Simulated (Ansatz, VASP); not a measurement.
## One calculation of H22CO12, two programs

```
O H C
1.0
     7.78544    0.00000    0.00000
     0.00000    7.78544    0.00000
     0.00000    0.00000    7.78544
O H C
12 22 1
Cartesian
  2.9228 1.5090 4.4611
  4.6018 2.1828 2.4148
  6.2699 6.6416 5.5827
  1.1839 3.0349 7.7233
  4.2448 4.6369 4.7833
  -0.4764 2.9012 3.5072
  7.4502 0.8782 1.9146
  6.2634 2.5093 8.0233
  2.5981 8.5903 0.9057
  5.2585 1.3541 5.8791
  0.2056 5.4075 3.4595
  2.1869 4.8480 2.5329
  2.4833 2.2822 4.8581
  3.3400 1.8609 3.6335
  5.3837 2.0291 2.9899
  5.0213 2.5745 1.6036
  6.8991 6.4605 4.8492
  5.5409 5.9953 5.4275
  1.5153 3.7471 8.3027
  1.6997 2.2371 8.0217
  4.7082 3.7784 4.7647
  3.8263 4.6959 3.8981
  -0.2207 2.5912 4.3967
  -0.2412 2.1248 2.8761
  6.9551 1.3442 1.1605
  8.3040 0.5665 1.5464
  7.1663 2.8765 7.8164
  5.8651 2.1338 7.1762
  3.3517 8.9165 1.4627
  3.0422 8.0393 0.2343
  4.3609 1.3409 5.4439
  5.6455 0.4381 5.7478
  -0.0109 4.4005 3.3434
  1.7470 6.7041 3.2888
  1.4420 5.6557 3.0676
```

Alike in both runs: functional PBEsol; k mesh 1 × 1 × 1; occupations fermi-dirac, width 0.02 eV; no spin polarisation.

Ansatz relaxed the structure, and its values are those at the end. VASP's run is a single point on that final structure, the one shown.

```csv
,VASP,Ansatz
version,VASP 6.6.1,Ansatz 0.2.0
potentials or method,"VASP PAW PBE potentials, release 64 (O_h, H_h, C_h), cutoff 1000 eV","scalar-relativistic, plane waves, PAW"
valence electrons in the cell,98,98
```

```tsv
	VASP	Ansatz	Ansatz less VASP
rms of the force components (eV/Å)	0.068	0.072	+0.0039
```

VASP's potentials were made for PBE, not for PBEsol.
